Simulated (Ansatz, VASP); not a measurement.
This is a calculation of Ta for VASP 6.6.1.

The input INCAR:

```
SYSTEM = Ta
ALGO     = Normal         ! electronic algorithm
EDIFF    = 1E-7           ! SCF threshold, eV
EDIFFG   = -0.02          ! ionic threshold
ENCUT    = 600            ! plane-wave cutoff, eV
GGA      = PS             ! functional
IBRION   = 2              ! ionic algorithm
ISIF     = 3              ! what is computed and relaxed
ISMEAR   = -1             ! smearing method
LASPH    = .True.         ! aspherical terms in the spheres
LCHARG   = .False.        ! write CHGCAR
LREAL    = .False.        ! projectors in reciprocal space
LWAVE    = .False.        ! write WAVECAR
NELM     = 80             ! most SCF steps
NSW      = 80             ! ionic steps
PREC     = Accurate       ! precision mode
SIGMA    = 0.05           ! smearing width, eV
```

Contents of KPOINTS:

```
k-points
0
Gamma
  11 11 5
  0 0 0
```

The input POSCAR:

```
Ta
1.0
    2.9003720726      0.0000000000      0.0000000000
   -1.4501860363      2.5117958953      0.0000000000
    0.0000000000      0.0000000000      5.1662740000
Ta
2
Direct
    0.3333333333      0.6666666667      0.2500000000
    0.6666666667      0.3333333333      0.7500000000
```

Potentials or basis: VASP PAW PBE potentials, release 64 (Ta_pv).

Run with:

```console
$ cat potpaw_PBE.64/Ta_pv/POTCAR > POTCAR
$ mpirun -np 1 vasp_std > vasp.out
```

Q: Translate it to Ansatz 0.2.0. Potentials there: all-electron LAPW, scalar-relativistic.

A: As run (the cutoff follows the program's own potentials):

The input input.yaml:

```yaml
crystal:
  lattice:
    - [2.9003720726, 0.0, 0.0]
    - [-1.4501860363, 2.5117958953, 0.0]
    - [0.0, 0.0, 5.166274]
  atoms:
    - { symbol: Ta, position: [0.3333333333, 0.6666666667, 0.25] }
    - { symbol: Ta, position: [0.6666666667, 0.3333333333, 0.75] }
kpoints:
  mp_grid: { grid: [11, 11, 5] }
scf:
  occupations: { method: fermi_dirac, width: 0.05 }
hamiltonian:
  xc: pbesol
  pseudopotentials: { kind: all_electron, lapw: { basis_error: 0.001 } }
output:
  forces: true
  stress: true
relax:
  f_tol: 0.02
  max_steps: 60
  cell: {}
```

Potentials or basis: all-electron LAPW, scalar-relativistic.

Launch:

```console
$ ansatz run input.yaml --threads 1 --pin off --max-ram 3072MiB --backend cpu --events-out ev --progress --plain --runs-dir out
```

Both were run:

|  | VASP | Ansatz | Ansatz less VASP |
| --- | --- | --- | --- |
| relaxed volume (Å³/atom) | 18.13 | 18.10 | -0.022 |
| relaxed cell length with the largest relative difference (Å) | 2.861 | 2.859 | -0.0018 |

VASP's potentials were made for PBE, not for PBEsol. Ansatz ran all-electron here, and VASP with PAW potentials.

Spin-orbit coupling is off throughout.
